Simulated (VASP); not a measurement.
Set up this calculation in VASP 6.6.1, as the native input.

```
Task                   : single point
Functional             : PBE
Potentials or basis    : VASP PAW PBE potentials, release 64 (Ga_d, H)
Cutoff                 : 520 eV
k mesh                 : 6 × 6 × 6
Occupations            : gaussian, width 0.1 eV
Spin                   : no spin polarisation
Dipole correction      : no
Further INCAR settings : ALGO = Normal; EDIFF = 1e-06; NBANDS = 48
```

The structure of Ga6H lies in POSCAR:

```
Ga6H
1.0
   -3.1010712763      3.0762340766      3.1010712763
    3.0762340766     -3.1010712763      3.1010712763
    3.1259084759      3.1259084759     -3.1259084760
Ga H
6 1
Direct
    0.1680203289      0.5914683450      0.3615491398
    0.4234480161      0.3319796711      0.6935288109
    0.7885774633      0.9199480370      0.1903531797
    0.1313705736      0.7114225367      0.9017757163
    0.5800519630      0.3686294264      0.2704051427
    0.9085316550      0.0765519839      0.7700807948
    0.5000000000      0.0000000000      0.6456405493
```

The input as run:

INCAR

```
SYSTEM = Ga6H
PREC = Accurate ; ENCUT = 520
EDIFF = 1E-6 ; ISMEAR = 0
SIGMA = 0.1 ; LREAL = .FALSE.
LASPH = .TRUE. ; NELM = 100
ALGO = Normal ; ISIF = 2
LWAVE = .FALSE. ; LCHARG = .FALSE.
GGA = PE ; NBANDS = 48
```

KPOINTS

```
regular mesh
0
G
  6 6 6
  0 0 0
```

Potentials or basis: VASP PAW PBE potentials, release 64 (Ga_d, H).

Run with:

```sh
$ cat potpaw_PBE.64/Ga_d/POTCAR potpaw_PBE.64/H/POTCAR > POTCAR
$ mpirun -np 1 vasp_std > vasp.out
```

It gave:

```
Pressure               : 0.1 GPa
Largest force          : 0.010 eV/Å
Band gap on the k mesh : zero (an odd number of electrons rules out a gap without spin polarisation)
```

Wall time 2.2 min on 1 thread of Intel(R) Xeon(R) Platinum 8488C (Sapphire Rapids), on a shared host, peak memory 0.33 GiB.
